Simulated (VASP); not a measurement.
# SiO2 (P4_2/mnm) in VASP: further runs

Runs on SiO2. Level: LDA. Tasks: single point.

All numbers are computed with VASP 6.6.1; they aren't measurements. Logs are shortened: lines on timing, memory, paths and dates and some standing lists are left out, and cuts for length are marked.

### Step 1. The cell of the first run

The structure is tetragonal, space group P4_2/mnm (No. 136). Conventional cell: a = 3.970 Å, b = 3.970 Å, c = 2.543 Å, α = 90.00°, β = 90.00°, γ = 90.00°. Within 2.2 Å of Si (site symmetry mmm) lie 6 O at 1.68 to 1.72 Å. Within 2.2 Å of O (site symmetry m2m) lie 3 Si at 1.68 to 1.72 Å and 1 O at 2.18 Å.

### Step 2. Single point, LDA (volume 6.678 Å^3 an atom, c/a of the conventional cell 0.6405)

INCAR reads:

```
SYSTEM = SiO2
PREC = Accurate
ENCUT = 520
EDIFF = 1E-6
ISMEAR = 0
SIGMA = 0.05
LREAL = .False.
LASPH = .True.
NELM = 100
ALGO = Normal
ISIF = 2
LWAVE = .False.
LCHARG = .True.
GGA = CA
LELF = .True.
LVHAR = .True.
NBANDS = 25
```

KPOINTS reads:

```
regular mesh
0
Gamma
  6 6 10
  0 0 0
```

POSCAR reads:

```
SiO2
1.0
    3.9697486780      0.0000000000      0.0000000000
    0.0000000000      3.9697486780      0.0000000000
    0.0000000000      0.0000000000      2.5425625132
Si O
2 4
Direct
    0.5000000000      0.5000000000      0.5000000000
    0.0000000000      0.0000000000      0.0000000000
    0.6944252994      0.6944252994      0.0000000000
    0.1944252994      0.8055747006      0.5000000000
    0.3055747006      0.3055747006      0.0000000000
    0.8055747006      0.1944252994      0.5000000000
```

Potentials or basis: VASP PAW LDA potentials, release 64 (Si, O).

Started as:

```sh
> cat potpaw_LDA.64/Si/POTCAR potpaw_LDA.64/O/POTCAR > POTCAR
> mpirun -np 1 vasp_std > vasp.out
```

OUTCAR:

```text
SYSTEM = SiO2
   PREC = Accurate
   ENCUT = 520
   EDIFF = 1E-6
   ISMEAR = 0
   LREAL = .False.
   LASPH = .True.
   NELM = 100
   ISIF = 2
   GGA = CA

 ion  position               nearest neighbor table
   1  0.500  0.500  0.500-   3 1.68   5 1.68   3 1.68   5 1.68   4 1.72   6 1.72   2 3.08   2 3.08
                             2 3.08   2 3.08   2 3.08   2 3.08   2 3.08   2 3.08
   2  0.000  0.000  0.000-   4 1.68   6 1.68   4 1.68   6 1.68   5 1.72   3 1.72   1 3.08   1 3.08
                             1 3.08   1 3.08   1 3.08   1 3.08   1 3.08   1 3.08
   3  0.694  0.694  0.000-   1 1.68   1 1.68   2 1.72
   4  0.194  0.806  0.500-   2 1.68   2 1.68   1 1.72
   5  0.306  0.306  0.000-   1 1.68   1 1.68   2 1.72
   6  0.806  0.194  0.500-   2 1.68   2 1.68   1 1.72

  LATTYP: Found a simple tetragonal cell.
 ALAT       =     3.9697486780
 C/A-ratio  =     0.6404845040

  Lattice vectors:

 A1 = (   3.9697486780,   0.0000000000,   0.0000000000)
 A2 = (   0.0000000000,   3.9697486780,   0.0000000000)
 A3 = (   0.0000000000,   0.0000000000,   2.5425625132)

Analysis of symmetry for initial positions (statically):
=====================================================================
 Subroutine PRICEL returns:
 Original cell was already a primitive cell.

 Routine SETGRP: Setting up the symmetry group for a
 simple tetragonal supercell.

 Subroutine GETGRP returns: Found 16 space group operations
 (whereof  8 operations were pure point group operations)
 out of a pool of 16 trial point group operations.

The static configuration has the point symmetry D_2h.
 The point group associated with its full space group is D_4h.

Analysis of symmetry for dynamics (positions and initial velocities):
=====================================================================
 Subroutine PRICEL returns:
 Original cell was already a primitive cell.

 Routine SETGRP: Setting up the symmetry group for a
 simple tetragonal supercell.

 Subroutine GETGRP returns: Found 16 space group operations
 (whereof  8 operations were pure point group operations)
 out of a pool of 16 trial point group operations.

The dynamic configuration has the point symmetry D_2h.
 The point group associated with its full space group is D_4h.

 Subroutine INISYM returns: Found 16 space group operations
 (whereof  8 operations are pure point group operations),
 and found     1 'primitive' translations

----------------------------------------------------------------------------------------

                                     Primitive cell

  volume of cell :      40.0680
[... 97 lines left out ...]
   EDIFF  = 0.1E-05   stopping-criterion for ELM
   LREAL  =      F    real-space projection
   EDIFFG = 0.1E-04   stopping-criterion for IOM
   NSW    =      0    number of steps for IOM
   IBRION =     -1    ionic relax: 0-MD 1-quasi-New 2-CG
   NFREE  =      0    steps in history (QN), initial steepest desc. (CG)
   ISIF   =      2    stress and relaxation
   ISYM   =      2    0-nonsym 1-usesym 2-fastsym
   POTIM  = 0.5000    time-step for ionic-motion
   TEBEG  =    0.0;   TEEND  =   0.0 temperature during run
   PSTRESS=    0.0 pullay stress
   NELECT =      32.0000    total number of electrons
   NUPDOWN=      -1.0000    fix difference up-down
   EMIN   =  10.00;   EMAX   =-10.00  energy-range for DOS
   EFERMI =   0.00;   METHOD = LEGACY
   ISMEAR =     0;   SIGMA  =   0.05  broadening in eV -4-tet -1-fermi 0-gaus
   EFERMI_NEDOS =   21; number of points for ismear=-14 and -15
   IALGO  =     38    algorithm
   IMIX   =      4    mixing-type and parameters
     AMIX     =   0.40;   BMIX     =  1.00
     AMIX_MAG =   1.60;   BMIX_MAG =  1.00
  volume/ion in A,a.u.               =       6.68        45.07
  Fermi-wavevector in a.u.,A,eV,Ry     =   1.518887  2.870281 31.388901  2.307019
  Thomas-Fermi vector in A             =   2.627948
   LORBIT       =      0    0 simple, 1 ext, 2 COOP (PROOUT), +10 PAW based schemes
   GGA     = CA    functional components
   LHFCALC =     F    Hartree Fock is set to
   AEXX    =    0.0000 exact exchange contribution
   IVDW    =     0    specifies the selected vdW correction
   LEPSILON=     F    determine dielectric tensor
   LRPA    =     F    only Hartree local field effects (RPA)
 non-spin polarized calculation
 Gauss-broadening in eV      SIGMA  =   0.05
  energy-cutoff  :      520.00
  volume of cell :       40.07
 maximum number of plane-waves:      1116
 NGX is ok and might be reduce to    30
   NGX = 15   NGY = 15   NGZ =  9

 number of electron      32.0000025 magnetization

 Free energy of the ion-electron system (eV)
  ---------------------------------------------------
  ext. energy  EPLUGINS =         0.00000000
  ---------------------------------------------------
  free energy    TOTEN  =       -50.90305642 eV

  energy without entropy =      -50.90305642  energy(sigma->0) =      -50.90305642

 E-fermi :  10.5932     XC(G=0): -13.5169

 val. band max:       10.3458732765   @ k =   0.0000   0.0000   0.0000
 cond. band min:      17.1922147776   @ k =   0.0000   0.0000   0.0000
 fundamental gap:      6.8463415011
 Fermi energy:        10.5932190531

 k-point     1 :       0.0000    0.0000    0.0000
  band No.  band energies     occupation
      1     -13.7799      2.00000
      2      -9.1978      2.00000
      3      -9.1978      2.00000
      4      -8.8986      2.00000
      5      -1.5180      2.00000
      6       2.5464      2.00000
[... 661 lines left out ...]
     24      23.4453      0.00000
     25      25.3840      0.00000

 [... further k-points ...]
[... 5 lines left out ...]
  --------------------------------------------------------------------------------------
  -------------------------------------------------------------------------------------
  Total       14.6604483     14.6604483     17.8795152      0.0000000      0.0000000      0.0000000
  in kB      586.2193752    586.2193752    714.9384521      0.0000000      0.0000000      0.0000000
  external PRESSURE =     629.1257341 kB  Pullay stress =       0.0000000 kB

 VOLUME and BASIS-vectors are now :
 -----------------------------------------------------------------------------
  energy-cutoff  :      520.00
  volume of cell :       40.07
      direct lattice vectors                 reciprocal lattice vectors
     3.969748678  0.000000000  0.000000000     0.251905116  0.000000000  0.000000000
     0.000000000  3.969748678  0.000000000     0.000000000  0.251905116  0.000000000
     0.000000000  0.000000000  2.542562513     0.000000000  0.000000000  0.393303997

 POSITION                                       TOTAL-FORCE (eV/Angst)
 -----------------------------------------------------------------------------------
      1.98487      1.98487      1.27128        -0.000000      0.000000     -0.000000
      0.00000      0.00000      0.00000        -0.000000      0.000000     -0.000000
      2.75669      2.75669      0.00000         0.775070      0.775070     -0.000000
      0.77182      3.19793      1.27128         0.775070     -0.775070     -0.000000
      1.21305      1.21305      0.00000        -0.775070     -0.775070      0.000000
      3.19793      0.77182      1.27128        -0.775070      0.775070     -0.000000
 -----------------------------------------------------------------------------------
    total drift:                               -0.000000      0.000000      0.000000

  FREE ENERGIE OF THE ION-ELECTRON SYSTEM (eV)
  ---------------------------------------------------
  free  energy   TOTEN  =       -50.9030564225 eV

  energy  without entropy=      -50.9030564225  energy(sigma->0) =      -50.90305642
```

OSZICAR:

```text
N       E                     dE             d eps       ncg     rms          rms(c)
DAV:   1     0.129519119325E+03    0.12952E+03   -0.18162E+04  3024   0.126E+03
DAV:   2    -0.501620973246E+02   -0.17968E+03   -0.17429E+03  3672   0.292E+02
DAV:   3    -0.563915261776E+02   -0.62294E+01   -0.62070E+01  4000   0.513E+01
DAV:   4    -0.564283818349E+02   -0.36856E-01   -0.36845E-01  3532   0.459E+00
DAV:   5    -0.564286360920E+02   -0.25426E-03   -0.25422E-03  4015   0.359E-01    0.218E+01
DAV:   6    -0.510539557262E+02    0.53747E+01   -0.13918E+01  3791   0.256E+01    0.109E+01
DAV:   7    -0.509412607461E+02    0.11269E+00   -0.99767E-01  3832   0.612E+00    0.360E+00
DAV:   8    -0.509083313914E+02    0.32929E-01   -0.43844E-02  3667   0.166E+00    0.113E+00
DAV:   9    -0.509030936894E+02    0.52377E-02   -0.76019E-03  3964   0.623E-01    0.194E-01
DAV:  10    -0.509030523781E+02    0.41311E-04   -0.34066E-04  3675   0.132E-01    0.543E-02
DAV:  11    -0.509030564958E+02   -0.41177E-05   -0.16116E-05  3888   0.281E-02    0.199E-02
DAV:  12    -0.509030564225E+02    0.73354E-07   -0.29417E-06  3387   0.124E-02
   1 F= -.50903056E+02 E0= -.50903056E+02  d E =-.184523E-14
```

Wall time 35 s (1 thread of Intel Xeon Platinum 8375C at 2.90GHz (Ice Lake), shared host); peak memory 0.16 GiB.

Results:

| Item | Value |
| --- | --- |
| Free energy | -50.9031 eV |
| Pressure | 62.9 GPa |
| Largest force | 1.096 eV/Å |
| Band gap on the k mesh | 6.85 eV, direct |

Forces in eV/Å, atoms in the order of the input:
```
Si   0.000  0.000  0.000
Si   0.000  0.000  0.000
O    0.775  0.775  0.000
O    0.775 -0.775  0.000
O   -0.775 -0.775  0.000
O   -0.775  0.775  0.000
```

Levels at points of the mesh, in eV from the valence-band top:
```
           k point  band 13  band 14  band 15  band 16  band 17  band 18  band 19  band 20
(0.00, 0.00, 0.00)    -2.69    -0.98    -0.98     0.00     6.85     8.50     9.57     9.57
(0.50, 0.00, 0.00)    -3.07    -3.07    -1.24    -1.24     9.16     9.16    10.34    10.34
(0.50, 0.50, 0.00)    -3.08    -3.08    -2.86    -2.86     8.94     8.94    11.26    11.26
(0.00, 0.00, 0.50)    -3.98    -3.98    -3.30    -3.30    10.91    10.91    13.98    13.98
(0.50, 0.00, 0.50)    -2.69    -2.69    -2.20    -2.20     9.96     9.96    11.47    11.47
(0.50, 0.50, 0.50)    -2.07    -2.07    -1.93    -1.93     9.01     9.01    11.82    11.82
```

Caveat: forces of over 1 eV/Å act on the atoms, so gaps and moduli don't describe the material at rest. A k mesh can miss the band edges.

### Step 3. Single point, LDA (volume 6.678 Å^3 an atom, c/a of the conventional cell 0.5955)

INCAR reads:

```
SYSTEM = SiO2
PREC     = Accurate       ! precision mode
ENCUT    = 520            ! plane-wave cutoff, eV
EDIFF    = 1E-6           ! SCF threshold, eV
ISMEAR   = 0              ! smearing method
SIGMA    = 0.05           ! smearing width, eV
LREAL    = .False.        ! projectors in reciprocal space
LASPH    = .True.         ! aspherical terms in the spheres
NELM     = 100            ! most SCF steps
ALGO     = Normal         ! electronic algorithm
ISIF     = 2              ! what is computed and relaxed
LWAVE    = .False.        ! write WAVECAR
LCHARG   = .True.         ! write CHGCAR
GGA      = CA             ! functional
LELF     = .True.         ! ELF
LVHAR    = .True.       
NBANDS   = 25             ! bands
```

KPOINTS reads:

```
Automatic mesh
0
Gamma
  6 6 10
  0 0 0
```

POSCAR, as its differences from that of step 2:

```diff
@@ -2,5 +2,5 @@
 1.0
-    3.9697486780      0.0000000000      0.0000000000
-    0.0000000000      3.9697486780      0.0000000000
-    0.0000000000      0.0000000000      2.5425625132
+    4.0672915061      0.0000000000      0.0000000000
+    0.0000000000      4.0672915061      0.0000000000
+    0.0000000000      0.0000000000      2.4220720919
 Si O
```

Potentials or basis: VASP PAW LDA potentials, release 64 (Si, O).

Started as:

```sh
> cat potpaw_LDA.64/Si/POTCAR potpaw_LDA.64/O/POTCAR > POTCAR
> mpirun -np 1 vasp_std > vasp.out
```

OUTCAR:

```text
SYSTEM = SiO2
   PREC = Accurate
   ENCUT = 520
   EDIFF = 1E-6
   ISMEAR = 0
   LREAL = .False.
   LASPH = .True.
   NELM = 100
   ISIF = 2
   GGA = CA

 ion  position               nearest neighbor table
   1  0.500  0.500  0.500-   3 1.65   5 1.65   3 1.65   5 1.65   4 1.76   6 1.76   2 3.12   2 3.12
                             2 3.12   2 3.12   2 3.12   2 3.12   2 3.12   2 3.12
   2  0.000  0.000  0.000-   4 1.65   6 1.65   4 1.65   6 1.65   5 1.76   3 1.76   1 3.12   1 3.12
                             1 3.12   1 3.12   1 3.12   1 3.12   1 3.12   1 3.12
   3  0.694  0.694  0.000-   1 1.65   1 1.65   2 1.76
   4  0.194  0.806  0.500-   2 1.65   2 1.65   1 1.76
   5  0.306  0.306  0.000-   1 1.65   1 1.65   2 1.76
   6  0.806  0.194  0.500-   2 1.65   2 1.65   1 1.76

  LATTYP: Found a simple tetragonal cell.
 ALAT       =     4.0672915061
 C/A-ratio  =     0.5955000000

  Lattice vectors:

 A1 = (   4.0672915061,   0.0000000000,   0.0000000000)
 A2 = (   0.0000000000,   4.0672915061,   0.0000000000)
 A3 = (   0.0000000000,   0.0000000000,   2.4220720919)

Analysis of symmetry for initial positions (statically):
[... 188 lines left out ...]
 Fermi energy:        10.4938826959

 k-point     1 :       0.0000    0.0000    0.0000
  band No.  band energies     occupation
      1     -13.9413      2.00000
      2      -9.5768      2.00000
      3      -9.5768      2.00000
      4      -9.4456      2.00000
      5      -1.6308      2.00000
      6       2.4078      2.00000
[... 661 lines left out ...]
     24      24.1433      0.00000
     25      25.5481      0.00000

 [... further k-points ...]

------------------------ aborting loop because EDIFF is reached ----------------------------------------

  FORCE on cell =-STRESS in cart. coord.  units (eV):
  Direction    XX          YY          ZZ          XY          YZ          ZX
  --------------------------------------------------------------------------------------
  -------------------------------------------------------------------------------------
  Total       11.7605263     11.7605263     28.2181254      0.0000000      0.0000000      0.0000000
  in kB      470.2617717    470.2617717   1128.3428356      0.0000000      0.0000000      0.0000000
  external PRESSURE =     689.6221264 kB  Pullay stress =       0.0000000 kB

 VOLUME and BASIS-vectors are now :
 -----------------------------------------------------------------------------
  energy-cutoff  :      520.00
  volume of cell :       40.07
      direct lattice vectors                 reciprocal lattice vectors
     4.067291506  0.000000000  0.000000000     0.245863863  0.000000000  0.000000000
     0.000000000  4.067291506  0.000000000     0.000000000  0.245863863  0.000000000
     0.000000000  0.000000000  2.422072092     0.000000000  0.000000000  0.412869627

 POSITION                                       TOTAL-FORCE (eV/Angst)
 -----------------------------------------------------------------------------------
      2.03365      2.03365      1.21104         0.000000      0.000000      0.000000
      0.00000      0.00000      0.00000         0.000000      0.000000      0.000000
      2.82443      2.82443      0.00000         0.831996      0.831996     -0.000000
      0.79078      3.27651      1.21104         0.831996     -0.831996      0.000000
      1.24286      1.24286      0.00000        -0.831996     -0.831996      0.000000
      3.27651      0.79078      1.21104        -0.831996      0.831996     -0.000000
 -----------------------------------------------------------------------------------
    total drift:                               -0.000000      0.000000      0.000000

  FREE ENERGIE OF THE ION-ELECTRON SYSTEM (eV)
  ---------------------------------------------------
  free  energy   TOTEN  =       -50.4329638863 eV

  energy  without entropy=      -50.4329638863  energy(sigma->0) =      -50.43296389
```

stdout:

```text
POSCAR found type information on POSCAR SiO
 POSCAR found :  2 types and       6 ions
 scaLAPACK will be used
 LDA part: xc-table for (Slater(with rela. corr.)+CA(PZ))
 , standard interpolation
 POSCAR, INCAR and KPOINTS ok, starting setup
 FFT: planning ... GRIDC
 FFT: planning ... GRID_SOFT
 FFT: planning ... GRID
 WAVECAR not read
 entering main loop
```

Wall time 36 s (1 thread of Intel Xeon Platinum 8375C at 2.90GHz (Ice Lake), shared host); peak memory 0.16 GiB.

What came out:

```yaml
Free_energy: -50.4330 eV
Pressure: 69.0 GPa
Largest_force: 1.177 eV/Å
Band_gap_on_the_k_mesh: 8.20 eV, direct
```

Forces in eV/Å, atoms in the order of the input:
```
Si   0.000  0.000  0.000
Si   0.000  0.000  0.000
O    0.832  0.832  0.000
O    0.832 -0.832  0.000
O   -0.832 -0.832  0.000
O   -0.832  0.832  0.000
```

Levels at points of the mesh, in eV from the valence-band top:
```tsv
k point	band 12	band 13	band 14	band 15	band 16	band 17	band 18	band 19	band 20	band 21
(0.00, 0.00, 0.00)	-3.08	-2.17	-1.05	-1.05	0.00	8.20	8.64	10.81	10.81	11.10
(0.50, 0.00, 0.00)	-4.21	-2.57	-2.57	-1.30	-1.30	10.38	10.38	10.74	10.74	11.64
(0.50, 0.50, 0.00)	-3.20	-3.10	-3.10	-2.85	-2.85	9.76	9.76	11.89	11.89	13.83
(0.00, 0.00, 0.50)	-5.35	-3.63	-3.63	-3.26	-3.26	10.80	10.80	13.78	13.78	13.93
(0.50, 0.00, 0.50)	-4.74	-2.80	-2.80	-2.15	-2.15	9.80	9.80	10.79	10.79	12.73
(0.50, 0.50, 0.50)	-5.22	-2.22	-2.22	-1.89	-1.89	8.69	8.69	11.69	11.69	11.70
```

Caveat: forces of over 1 eV/Å act on the atoms, so gaps and moduli don't describe the material at rest.

(Continued in part 2 of 2.)
